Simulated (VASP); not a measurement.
# AlN (P6_3/mmc) in VASP: a series of runs, part 2 of 2

VASP 6.6.1. Earlier steps stand in the parts before.

## (5) Single point, PBE

This run uses another cell than the first one, of the same volume but with other edges.

File INCAR:

```
ALGO = Normal ; EDIFF = 1E-6
ENCUT = 520 ; GGA = PE
ISIF = 2 ; ISMEAR = 0
LASPH = True ; LCHARG = False
LREAL = False ; LWAVE = False
NBANDS = 16 ; NELM = 80
PREC = Accurate ; SIGMA = 0.05
```

File KPOINTS:

```
k-points
0
Gamma
  9 9 6
```

File POSCAR:

```
AlN
1.0
    3.2085435845      0.0000000000      0.0000000000
   -1.6042717922      2.7786802533      0.0000000000
    0.0000000000      0.0000000000      4.4622764994
Al N
2 2
Direct
    0.3333333333      0.6666666667      0.7500000000
    0.6666666667      0.3333333333      0.2500000000
    0.3333333333      0.6666666667      0.2500000000
    0.6666666667      0.3333333333      0.7500000000
```

Potentials or basis: VASP PAW PBE potentials, release 64 (Al, N).

Command:

```
$ cat potpaw_PBE.64/Al/POTCAR potpaw_PBE.64/N/POTCAR > POTCAR
$ mpirun -np 1 vasp_std > vasp.out
```

OUTCAR:

```text
EDIFF = 1E-6
   ENCUT = 520
   GGA = PE
   ISIF = 2
   ISMEAR = 0
   LASPH = True
   LREAL = False
   NELM = 80
   PREC = Accurate

 ion  position               nearest neighbor table
   1  0.333  0.667  0.750-   4 1.85   4 1.85   4 1.85   3 2.23   3 2.23   2 2.90   2 2.90   2 2.90
                             2 2.90   2 2.90   2 2.90
   2  0.667  0.333  0.250-   3 1.85   3 1.85   3 1.85   4 2.23   4 2.23   1 2.90   1 2.90   1 2.90
                             1 2.90   1 2.90   1 2.90
   3  0.333  0.667  0.250-   2 1.85   2 1.85   2 1.85   1 2.23   1 2.23
   4  0.667  0.333  0.750-   1 1.85   1 1.85   1 1.85   2 2.23   2 2.23

  LATTYP: Found a hexagonal cell.
 ALAT       =     3.2085435845
 C/A-ratio  =     1.3907482887

  Lattice vectors:

 A1 = (   3.2085435845,   0.0000000000,   0.0000000000)
 A2 = (  -1.6042717922,   2.7786802533,   0.0000000000)
 A3 = (   0.0000000000,   0.0000000000,   4.4622764994)

Analysis of symmetry for initial positions (statically):
=====================================================================
 Subroutine PRICEL returns:
 Original cell was already a primitive cell.

 Routine SETGRP: Setting up the symmetry group for a
 hexagonal supercell.

 Subroutine GETGRP returns: Found 24 space group operations
 (whereof 12 operations were pure point group operations)
 out of a pool of 24 trial point group operations.

The static configuration has the point symmetry D_3d.
 The point group associated with its full space group is D_6h.

Analysis of symmetry for dynamics (positions and initial velocities):
=====================================================================
 Subroutine PRICEL returns:
 Original cell was already a primitive cell.

 Routine SETGRP: Setting up the symmetry group for a
 hexagonal supercell.

 Subroutine GETGRP returns: Found 24 space group operations
 (whereof 12 operations were pure point group operations)
[... 127 lines left out ...]
     AMIX_MAG =   1.60;   BMIX_MAG =  1.00
  volume/ion in A,a.u.               =       9.95        67.12
  Fermi-wavevector in a.u.,A,eV,Ry     =   1.208409  2.283561 19.867927  1.460251
  Thomas-Fermi vector in A             =   2.344017
   LORBIT       =      0    0 simple, 1 ext, 2 COOP (PROOUT), +10 PAW based schemes
   GGA     = PE    functional components
   LHFCALC =     F    Hartree Fock is set to
   AEXX    =    0.0000 exact exchange contribution
   IVDW    =     0    specifies the selected vdW correction
   LEPSILON=     F    determine dielectric tensor
   LRPA    =     F    only Hartree local field effects (RPA)
 non-spin polarized calculation
 Gauss-broadening in eV      SIGMA  =   0.05
  energy-cutoff  :      520.00
  volume of cell :       39.78
 maximum number of plane-waves:      1092
 NGX is ok and might be reduce to    24

 number of electron      16.0000004 magnetization

 Free energy of the ion-electron system (eV)
  ---------------------------------------------------
  ext. energy  EPLUGINS =         0.00000000
  ---------------------------------------------------
  free energy    TOTEN  =       -29.18752186 eV

  energy without entropy =      -29.18752186  energy(sigma->0) =      -29.18752186

 E-fermi :   8.4878     XC(G=0): -11.1610

 val. band max:        8.1953872352   @ k =   0.0000   0.0000   0.0000
 cond. band min:      11.2639715685   @ k =   0.0000   0.0000   0.0000
 fundamental gap:      3.0685843333
 Fermi energy:         8.4878254054

 k-point     1 :       0.0000    0.0000    0.0000
  band No.  band energies     occupation
      1      -8.8071      2.00000
      2      -5.7312      2.00000
      3       0.9504      2.00000
      4       4.9513      2.00000
      5       4.9513      2.00000
      6       6.1533      2.00000
[... 433 lines left out ...]
      3       1.4928      2.00000
      4       2.3732      2.00000
      5       2.3732      2.00000
      6       4.3204      2.00000
[... 8 lines left out ...]
     15      18.9441      0.00000
     16      21.1733      0.00000

 [... further k-points ...]

------------------------ aborting loop because EDIFF is reached ----------------------------------------

  FORCE on cell =-STRESS in cart. coord.  units (eV):
  Direction    XX          YY          ZZ          XY          YZ          ZX
  --------------------------------------------------------------------------------------
  -------------------------------------------------------------------------------------
  Total        2.7957158      2.7957158     -1.3254736      0.0000000     -0.0000000      0.0000000
  in kB      112.5902030    112.5902030    -53.3800131      0.0000000     -0.0000000      0.0000000
  external PRESSURE =      57.2667976 kB  Pullay stress =       0.0000000 kB

 VOLUME and BASIS-vectors are now :
 -----------------------------------------------------------------------------
  energy-cutoff  :      520.00
  volume of cell :       39.78
      direct lattice vectors                 reciprocal lattice vectors
     3.208543585  0.000000000  0.000000000     0.311667887  0.179941539  0.000000000
    -1.604271792  2.778680253  0.000000000     0.000000000  0.359883077  0.000000000
     0.000000000  0.000000000  4.462276499     0.000000000  0.000000000  0.224100860

 POSITION                                       TOTAL-FORCE (eV/Angst)
 -----------------------------------------------------------------------------------
     -0.00000      1.85245      3.34671        -0.000000      0.000000      0.000000
      1.60427      0.92623      1.11557         0.000000      0.000000      0.000000
     -0.00000      1.85245      1.11557         0.000000     -0.000000      0.000000
      1.60427      0.92623      3.34671        -0.000000      0.000000      0.000000
 -----------------------------------------------------------------------------------
    total drift:                               -0.000000      0.000000     -0.000000

  FREE ENERGIE OF THE ION-ELECTRON SYSTEM (eV)
  ---------------------------------------------------
  free  energy   TOTEN  =       -29.1875218628 eV

  energy  without entropy=      -29.1875218628  energy(sigma->0) =      -29.18752186
```

OSZICAR:

```text
N       E                     dE             d eps       ncg     rms          rms(c)
DAV:   1     0.421222293466E+02    0.42122E+02   -0.72756E+03  1536   0.894E+02
DAV:   2    -0.303828358559E+02   -0.72505E+02   -0.65829E+02  2280   0.188E+02
DAV:   3    -0.338242751714E+02   -0.34414E+01   -0.34293E+01  1840   0.420E+01
DAV:   4    -0.338443316058E+02   -0.20056E-01   -0.20055E-01  1936   0.364E+00
DAV:   5    -0.338445926250E+02   -0.26102E-03   -0.26102E-03  1800   0.418E-01    0.121E+01
DAV:   6    -0.291923137298E+02    0.46523E+01   -0.95377E+00  1912   0.232E+01    0.403E+00
DAV:   7    -0.292029257289E+02   -0.10612E-01   -0.70253E-01  1696   0.593E+00    0.291E+00
DAV:   8    -0.291939112889E+02    0.90144E-02   -0.68412E-02  1632   0.239E+00    0.796E-01
DAV:   9    -0.291870272178E+02    0.68841E-02   -0.13886E-02  1968   0.941E-01    0.268E-01
DAV:  10    -0.291876092869E+02   -0.58207E-03   -0.26210E-03  1696   0.333E-01    0.151E-01
DAV:  11    -0.291875184020E+02    0.90885E-04   -0.19595E-04  1744   0.113E-01    0.352E-02
DAV:  12    -0.291875220955E+02   -0.36934E-05   -0.13873E-05  1680   0.296E-02    0.615E-03
DAV:  13    -0.291875218628E+02    0.23270E-06   -0.38377E-06  1872   0.150E-02
   1 F= -.29187522E+02 E0= -.29187522E+02  d E =-.807976E-19
```

Wall time 17 s (1 thread of AMD EPYC 9R14 (Zen 4), shared host); peak memory 0.13 GiB.

Results:

```
Free energy            : -29.1875 eV
Pressure               : 5.7 GPa
Band gap on the k mesh : 3.07 eV, direct
```

## (6) Single point, PBE

This run uses another cell than the first one, of the same volume but with other edges.

File INCAR:

```
SYSTEM = AlN
PREC = Accurate
ENCUT = 520
EDIFF = 1E-7
ISMEAR = 0
SIGMA = 0.05
LREAL = .False.
LASPH = .True.
NELM = 100
ALGO = Normal
ISIF = 2
LWAVE = .False.
LCHARG = .False.
GGA = PE
NBANDS = 16
```

File KPOINTS:

```
regular mesh
0
Gamma
  9 9 6
  0 0 0
```

File POSCAR:

```
AlN
1.0
    3.3574928291      0.0000000000      0.0000000000
   -1.6787464145      2.9076740830      0.0000000000
    0.0000000000      0.0000000000      4.0751366456
Al N
2 2
Direct
    0.3333333333      0.6666666667      0.7500000000
    0.6666666667      0.3333333333      0.2500000000
    0.3333333333      0.6666666667      0.2500000000
    0.6666666667      0.3333333333      0.7500000000
```

Potentials or basis: VASP PAW PBE potentials, release 64 (Al, N).

Command:

```
$ cat potpaw_PBE.64/Al/POTCAR potpaw_PBE.64/N/POTCAR > POTCAR
$ mpirun -np 1 vasp_std > vasp.out
```

It took 20 s on 1 thread of AMD EPYC 9R14 (Zen 4), shared host; peak memory 0.13 GiB.

It converged, with:

```yaml
Free_energy: -29.2931 eV
Pressure: -0.5 GPa
Band_gap_on_the_k_mesh: 3.39 eV, direct
```

Stress tensor (GPa, compression positive):
```
-3.12  0.00  0.00
 0.00 -3.12  0.00
 0.00  0.00  4.62
```

Levels at points of the mesh, in eV from the valence-band top:
```tsv
k point	band 5	band 6	band 7	band 8	band 9	band 10	band 11	band 12
(0.00, 0.00, 0.00)	-3.22	-1.35	-1.35	0.00	3.39	4.43	8.20	8.20
(0.00, 0.00, 0.50)	-2.33	-2.33	-2.33	-2.33	5.80	5.80	8.32	8.32
```

## (7) The runs side by side

| cell | gap on the mesh (eV) | pressure (GPa) |
| --- | --- | --- |
| a = 3.496, b = 3.496, c = 3.758 Å, angles 90.0, 90.0, 120.0°, 4 atoms | 3.59 | 5.8 |
| a = 3.117, b = 3.117, c = 4.729 Å, angles 90.0, 90.0, 120.0°, 4 atoms | 3.03 | 15.9 |
| a = 3.405, b = 3.405, c = 3.961 Å, angles 90.0, 90.0, 120.0°, 4 atoms | 3.52 | 0.3 |
| a = 3.209, b = 3.209, c = 4.462 Å, angles 90.0, 90.0, 120.0°, 4 atoms | 3.07 | 5.7 |
| a = 3.357, b = 3.357, c = 4.075 Å, angles 90.0, 90.0, 120.0°, 4 atoms | 3.39 | -0.5 |

Alike in all rows: task single point; level PBE; potentials or basis VASP PAW PBE potentials, release 64 (Al, N); no spin polarisation; k mesh 9 × 9 × 6; cutoff (eV) 520; smearing gaussian 0.05 eV.

Absolute energies hang on the potentials; compare differences alone.
